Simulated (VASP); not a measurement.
Input of a VASP 6.6.1 run:

File INCAR:

```
ALGO = Normal ; EDIFF = 1E-6
EDIFFG = -0.01 ; ENCUT = 600
GGA = PE ; IBRION = 2
ISIF = 3 ; ISMEAR = 0
LASPH = T ; LCHARG = F
LREAL = F ; LWAVE = F
NELM = 100 ; NSW = 100
PREC = Accurate ; SIGMA = 0.1
```

The input KPOINTS:

```
k-points
0
Gamma
  16 16 16
```

The input POSCAR:

```
InSe
1.0
    3.6305625259      0.0000000000      0.0000000000
    0.0000000000      3.6305625259      0.0000000000
    0.0000000000      0.0000000000      3.6305625259
In Se
1 1
Direct
    0.0000000000      0.0000000000      0.0000000000
    0.5000000000      0.5000000000      0.5000000000
```

Potentials or basis: VASP PAW PBE potentials, release 64 (In_d, Se).

Launch:

```bash
$ cat potpaw_PBE.64/In_d/POTCAR potpaw_PBE.64/Se/POTCAR > POTCAR
$ mpirun -np 1 vasp_std > vasp.out
```

(1) What does it give for the relaxed volume?

(2) What does it give for the relaxed cell?

Answers

(1) 23.97 Å³/atom.

(2) a = 3.633 Å, b = 3.633 Å, c = 3.633 Å, α = 90.00°, β = 90.00°, γ = 90.00°.
